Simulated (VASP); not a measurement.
Crystal: K2Pd.

```xyz
3
Lattice="5.6671 0.0000 0.0000 0.0000 5.6671 0.0000 0.0000 0.0000 3.6653" Properties=species:S:1:pos:R:3 pbc="T T T"
K     0.0000    2.8335    1.8327
K     2.8335    0.0000    1.8327
Pd    0.0000    0.0000    0.0000
```

```yaml
Program: VASP 6.6.1
Task: relaxation of volume and atoms at fixed shape
Functional: LDA
Potentials_or_basis: VASP PAW LDA potentials, release 64 (K_sv, Pd)
Cutoff: 600 eV
k_mesh: 7 × 7 × 11
Occupations: fermi-dirac, width 0.1 eV
Spin: no spin polarisation
```

At the start: pressure -2.0 GPa; volume 39.24 Å³/atom.

Question: How do energy, volume and symmetry change on relaxing?

Answer: Over 4 steps the energy falls by 41.9 meV/atom and the volume is 33.31 Å³/atom (-15.1 %); space group P4/mmm (No. 123, to 0.05 Å).

The path:
```
step  energy change (eV)  largest force (eV/Å)  pressure (GPa)  volume (Å³)
   1              0.0000                0.0000           -1.97       117.71
   2             -0.0836                0.0000           -1.30       109.67
   3             -0.1245                0.0000           -0.25       101.61
   4             -0.1257                0.0000            0.03        99.92
```

Final structure:
```
K Pd
1.0
     5.36571    0.00000    0.00000
     0.00000    5.36571    0.00000
     0.00000    0.00000    3.47040
K Pd
2 1
Cartesian
  0.0000 2.6829 1.7352
  2.6829 0.0000 1.7352
  0.0000 0.0000 0.0000
```

Caveat: the volume moved by over 15 % at a fixed basis, so the end points are rough.
